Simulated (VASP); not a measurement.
# Be3CCl2 (P-3m1) in VASP: relaxation of cell and atoms with PBE

Aim: the relaxation of cell and atoms of Be3CCl2 with PBE.

Everything below comes from runs of VASP 6.6.1. Logs are shortened: lines on timing, memory, paths and dates and some standing lists are left out, and cuts for length are marked.

**1. The cell of the first run**

The structure is trigonal, space group P-3m1 (No. 164). Conventional cell: a = 3.289 Å, b = 3.289 Å, c = 8.044 Å, α = 90.00°, β = 90.00°, γ = 120.00°. Within 2.8 Å of Be (site symmetry 3m) lie 3 C at 2.10 Å and 3 Cl at 2.46 Å and 3 Be at 2.63 Å. Within 3.3 Å of Be (site symmetry -3m) lie 6 Cl at 2.46 Å and 6 Be at 3.29 Å. C (site symmetry -3m) has 6 Be at 2.10 Å within 2.8 Å. Within 3.4 Å of Cl (site symmetry 3m) lie 7 Be at 2.46 to 3.37 Å and 3 C at 3.11 Å and 6 Cl at 3.29 Å.

**2. Relaxation of cell and atoms, PBE**

Input file INCAR:

```
PREC     = Accurate       # precision mode
ENCUT    = 1300           # plane-wave cutoff, eV
EDIFF    = 1E-7           # SCF threshold, eV
ISMEAR   = 0              # smearing method
SIGMA    = 0.1            # smearing width, eV
LREAL    = False          # projectors in reciprocal space
LASPH    = True           # aspherical terms in the spheres
NELM     = 120            # most SCF steps
ALGO     = Normal         # electronic algorithm
ISIF     = 3              # what is computed and relaxed
LWAVE    = False          # write WAVECAR
LCHARG   = False          # write CHGCAR
GGA      = PE             # functional
IBRION   = 2              # ionic algorithm
NSW      = 90             # ionic steps
EDIFFG   = -0.04          # ionic threshold
GGA_COMPAT= False        
NELMIN   = 4
```

Input file KPOINTS:

```
regular mesh
0
Gamma
  6 6 2
```

Input file POSCAR:

```
Be3CCl2
1.0
    3.2890095900      0.0000000000      0.0000000000
   -1.6445048000      2.8483658600      0.0000000000
    0.0000000000      0.0000000000      8.0438972100
Be C Cl
3 1 2
Direct
    0.3333333300      0.6666666700      0.8871235500
    0.6666666700      0.3333333300      0.1128764500
    0.0000000000      0.0000000000      0.5000000000
    0.0000000000      0.0000000000      0.0000000000
    0.3333333300      0.6666666700      0.3064382200
    0.6666666700      0.3333333300      0.6935617800
```

Potentials or basis: VASP PAW PBE potentials, release 64 (Be, C_h, Cl).

Command:

```bash
$ cat potpaw_PBE.64/Be/POTCAR potpaw_PBE.64/C_h/POTCAR potpaw_PBE.64/Cl/POTCAR > POTCAR
$ mpirun -np 1 vasp_std > vasp.out
```

OUTCAR:

```text
PREC = Accurate
   ENCUT = 1300
   EDIFF = 1E-7
   ISMEAR = 0
   LREAL = False
   LASPH = True
   NELM = 120
   ISIF = 3
   GGA = PE
   IBRION = 2
   NSW = 90
   EDIFFG = -0.04
   NELMIN = 4

 ion  position               nearest neighbor table
   1  0.333  0.667  0.887-   6 2.46   6 2.46   6 2.46
   2  0.667  0.333  0.113-   5 2.46   5 2.46   5 2.46
   3  0.000  0.000  0.500-   5 2.46   6 2.46   6 2.46   5 2.46   6 2.46   5 2.46
   4  0.000  0.000  0.000-
   5  0.333  0.667  0.306-   2 2.46   2 2.46   2 2.46   3 2.46   3 2.46   3 2.46
   6  0.667  0.333  0.694-   1 2.46   1 2.46   1 2.46   3 2.46   3 2.46   3 2.46

  LATTYP: Found a hexagonal cell.
 ALAT       =     3.2890095900
 C/A-ratio  =     2.4456898011

  Lattice vectors:

 A1 = (   3.2890095900,   0.0000000000,   0.0000000000)
 A2 = (  -1.6445048000,   2.8483658600,   0.0000000000)
 A3 = (   0.0000000000,   0.0000000000,   8.0438972100)

Analysis of symmetry for initial positions (statically):
=====================================================================
 Subroutine PRICEL returns:
 Original cell was already a primitive cell.

 Routine SETGRP: Setting up the symmetry group for a
 hexagonal supercell.

 Subroutine GETGRP returns: Found 12 space group operations
 (whereof 12 operations were pure point group operations)
 out of a pool of 24 trial point group operations.

The static configuration has the point symmetry D_3d.

Analysis of symmetry for dynamics (positions and initial velocities):
=====================================================================
 Subroutine PRICEL returns:
 Original cell was already a primitive cell.

 Routine SETGRP: Setting up the symmetry group for a
 hexagonal supercell.

 Subroutine GETGRP returns: Found 12 space group operations
 (whereof 12 operations were pure point group operations)
 out of a pool of 24 trial point group operations.

The dynamic configuration has the point symmetry D_3d.

 Subroutine INISYM returns: Found 12 space group operations
 (whereof 12 operations are pure point group operations),
 and found     1 'primitive' translations

----------------------------------------------------------------------------------------

                                     Primitive cell

  volume of cell :      75.3577

[... 78 lines left out ...]
   ICHARG =      2    charge: 1-file 2-atom 10-const
   ISPIN  =      1    spin polarized calculation?
   LNONCOLLINEAR =      F non collinear calculations
   LSORBIT =      F    spin-orbit coupling
   LASPH  =      T    aspherical Exc in radial PAW
   ENCUT  = 1300.0 eV  95.55 Ry    9.77 a.u.   9.67  9.67 23.65*2*pi/ulx,y,z
   NELM   =    120;   NELMIN=  4; NELMDL= -5     # of ELM steps
   EDIFF  = 0.1E-06   stopping-criterion for ELM
   LREAL  =      F    real-space projection
   EDIFFG = -.4E-01   stopping-criterion for IOM
   NSW    =     90    number of steps for IOM
   IBRION =      2    ionic relax: 0-MD 1-quasi-New 2-CG
   NFREE  =      1    steps in history (QN), initial steepest desc. (CG)
   ISIF   =      3    stress and relaxation
   ISYM   =      2    0-nonsym 1-usesym 2-fastsym
   POTIM  = 0.5000    time-step for ionic-motion
   TEBEG  =    0.0;   TEEND  =   0.0 temperature during run
   PSTRESS=    0.0 pullay stress
   NELECT =      24.0000    total number of electrons
   NUPDOWN=      -1.0000    fix difference up-down
   EMIN   =  10.00;   EMAX   =-10.00  energy-range for DOS
   EFERMI =   0.00;   METHOD = LEGACY
   ISMEAR =     0;   SIGMA  =   0.10  broadening in eV -4-tet -1-fermi 0-gaus
   EFERMI_NEDOS =   21; number of points for ismear=-14 and -15
   IALGO  =     38    algorithm
   IMIX   =      4    mixing-type and parameters
     AMIX     =   0.40;   BMIX     =  1.00
     AMIX_MAG =   1.60;   BMIX_MAG =  1.00
  volume/ion in A,a.u.               =      12.56        84.76
  Fermi-wavevector in a.u.,A,eV,Ry     =   1.117985  2.112686 17.005802  1.249891
  Thomas-Fermi vector in A             =   2.254613
   LORBIT       =      0    0 simple, 1 ext, 2 COOP (PROOUT), +10 PAW based schemes
   GGA     = PE    functional components
   LHFCALC =     F    Hartree Fock is set to
   AEXX    =    0.0000 exact exchange contribution
   IVDW    =     0    specifies the selected vdW correction
   LEPSILON=     F    determine dielectric tensor
   LRPA    =     F    only Hartree local field effects (RPA)
 conjugate gradient relaxation of ions
 non-spin polarized calculation
 Gauss-broadening in eV      SIGMA  =   0.10
  energy-cutoff  :     1300.00
  volume of cell :       75.36
 maximum number of plane-waves:      8052
 NGX is ok and might be reduce to    40
   NGX = 19   NGY = 19   NGZ = 47

--------------------------------------- Ionic step        1  -------------------------------------------

 number of electron      24.0000000 magnetization

 Free energy of the ion-electron system (eV)
  ---------------------------------------------------
  ext. energy  EPLUGINS =         0.00000000
  ---------------------------------------------------
  free energy    TOTEN  =       -22.04479977 eV

  energy without entropy =      -22.02093568  energy(sigma->0) =      -22.03286772

------------------------ aborting loop because EDIFF is reached ----------------------------------------

  FORCE on cell =-STRESS in cart. coord.  units (eV):
  Direction    XX          YY          ZZ          XY          YZ          ZX
  --------------------------------------------------------------------------------------
  -------------------------------------------------------------------------------------
  Total       -6.8831942     -6.8831942     -1.7660285      0.0000000      0.0000000      0.0000000
  in kB     -146.3434141   -146.3434143    -37.5474866      0.0000003      0.0000000      0.0000000
  external PRESSURE =    -110.0781050 kB  Pullay stress =       0.0000000 kB
[... 638 lines left out ...]
      3      -5.1376      2.00000
      4      -3.3088      2.00000
      5      -2.7353      2.00000
      6      -2.7353      2.00000
[... 8 lines left out ...]
     15       8.5804      0.00000
     16      10.0131      0.00000

[... ionic steps 4 to 15 ...]

--------------------------------------- Ionic step       16  -------------------------------------------

 number of electron      24.0000001 magnetization

------------------------ aborting loop because EDIFF is reached ----------------------------------------
[... 75 lines left out ...]
--------------------------------------- Ionic step       18  -------------------------------------------

 number of electron      24.0000000 magnetization

 Free energy of the ion-electron system (eV)
  ---------------------------------------------------
  ext. energy  EPLUGINS =         0.00000000
  ---------------------------------------------------
  free energy    TOTEN  =       -26.72596671 eV

  energy without entropy =      -26.72596671  energy(sigma->0) =      -26.72596671

 E-fermi :   4.1820     XC(G=0):  -8.8470

 val. band max:        3.7489776737   @ k =   0.3333   0.3333   0.0000
 cond. band min:       5.9399998703   @ k =   0.5000   0.0000   0.0000
 fundamental gap:      2.1910221966
 Fermi energy:         4.1820104891
[... 297 lines left out ...]
  FREE ENERGIE OF THE ION-ELECTRON SYSTEM (eV)
  ---------------------------------------------------
  free  energy   TOTEN  =       -26.7259667065 eV

  energy  without entropy=      -26.7259667065  energy(sigma->0) =      -26.72596671

 reached required accuracy - stopping structural energy minimisation
```

OSZICAR:

```text
N       E                     dE             d eps       ncg     rms          rms(c)
DAV:   1     0.181122219840E+03    0.18112E+03   -0.18463E+04   448   0.275E+03
DAV:   2    -0.283414726955E+01   -0.18396E+03   -0.18127E+03   600   0.352E+02
DAV:   3    -0.260277568211E+02   -0.23194E+02   -0.21790E+02   632   0.113E+02
[... 229 lines left out ...]
DAV:   6    -0.267259639903E+02   -0.91173E-06   -0.25984E-05   656   0.321E-02    0.120E-02
DAV:   7    -0.267259667275E+02   -0.27372E-05   -0.10505E-05   576   0.209E-02    0.391E-03
DAV:   8    -0.267259665229E+02    0.20455E-06   -0.14101E-06   656   0.829E-03    0.366E-03
DAV:   9    -0.267259667446E+02   -0.22165E-06   -0.11803E-06   608   0.673E-03    0.152E-03
DAV:  10    -0.267259667065E+02    0.38102E-07   -0.12302E-07   512   0.215E-03
  18 F= -.26725967E+02 E0= -.26725967E+02  d E =-.759914E-02
```

CONTCAR:

```text
Be3CCl2
   1.00000000000000
     3.1023436623194209    0.0000000004709433   -0.0000000000000001
    -1.5511718354680892    2.6867084239830876    0.0000000000000000
    -0.0000000000000001    0.0000000000000001   10.6029726359698859
  Be              C               Cl
     3     1     2
Direct
     0.3333333300000021    0.6666666699999979    0.9602198527732700
     0.6666666699999979    0.3333333300000021    0.0397801472267298
     0.0000000000000000    0.0000000000000000    0.5000000000000000
     0.0000000000000000    0.0000000000000000    0.0000000000000000
     0.3333333300000021    0.6666666699999979    0.3784595293140161
     0.6666666699999979    0.3333333300000021    0.6215404706859839

  0.00000000E+00  0.00000000E+00  0.00000000E+00
  0.00000000E+00  0.00000000E+00  0.00000000E+00
  0.00000000E+00  0.00000000E+00  0.00000000E+00
  0.00000000E+00  0.00000000E+00  0.00000000E+00
  0.00000000E+00  0.00000000E+00  0.00000000E+00
  0.00000000E+00  0.00000000E+00  0.00000000E+00
```

It took 21 min on 1 thread of Intel Xeon Platinum 8175M at 2.50GHz (Skylake/Cascade Lake), shared host; peak memory 0.47 GiB.

Results:

```
Free energy                           : -26.7260 eV
Relaxed volume                        : 14.73 Å³/atom
Relaxed cell                          : a = 3.102 Å, b = 3.102 Å, c = 10.603 Å, α = 90.00°, β = 90.00°, γ = 120.00°
Space group after relaxing (to 0.1 Å) : P-3m1 (No. 164)
Energy gained by relaxing             : 780.2 meV/atom
Ionic steps                           : 18
Pressure after relaxing               : 0.2 GPa
Largest force after relaxing          : 0.035 eV/Å
Band gap on the k mesh                : 2.19 eV (least direct gap 2.58 eV)
```

Forces in eV/Å, atoms in the order of the input:
```
Be   0.000  0.000 -0.035
Be   0.000  0.000  0.035
Be   0.000  0.000  0.000
C    0.000  0.000  0.000
Cl   0.000  0.000  0.029
Cl   0.000  0.000 -0.029
```

Step by step:
```
step  energy change (eV)  largest force (eV/Å)  pressure (GPa)  volume (Å³)
   1              0.0000                3.6750          -11.01        75.36
   2             -2.3769                3.1961           -1.32        66.29
   3             -3.1060                1.5246           16.19        60.03
   4             -4.1153                0.1553           10.05        66.51
   5             -4.2642                0.6096            8.08        70.11
   6             -4.2720                0.7195            7.55        71.31
   7             -4.4396                0.7471           -3.76        79.55
   8             -4.4609                0.4584           -1.30        77.35
   9             -4.5536                0.5158           -0.22        77.88
  10             -4.5807                0.5790            0.82        78.26
  11             -4.6212                0.1951            0.74        79.63
  12             -4.6270                0.2760            0.75        80.34
  13             -4.6458                0.1925            0.09        82.12
  14             -4.6618                0.0981           -1.43        87.18
  15             -4.6703                0.1117           -0.74        87.58
  16             -4.6736                0.2087            0.06        88.02
  17             -4.6764                0.1677            0.10        88.11
  18             -4.6812                0.0352            0.22        88.38
```

Final structure:
```yaml
crystal:
  lattice:
    - [3.10234, 0.00000, 0.00000]
    - [-1.55117, 2.68671, 0.00000]
    - [0.00000, 0.00000, 10.60297]
  atoms:
    - { symbol: Be, position: [0.33333, 0.66667, 0.96022] }
    - { symbol: Be, position: [0.66667, 0.33333, 0.03978] }
    - { symbol: Be, position: [0.00000, 0.00000, 0.50000] }
    - { symbol: C, position: [0.00000, 0.00000, 0.00000] }
    - { symbol: Cl, position: [0.33333, 0.66667, 0.37846] }
    - { symbol: Cl, position: [0.66667, 0.33333, 0.62154] }
```

Caveat: the volume moved by over 15 % at a fixed basis, so the end points are rough. A k mesh can miss the band edges.
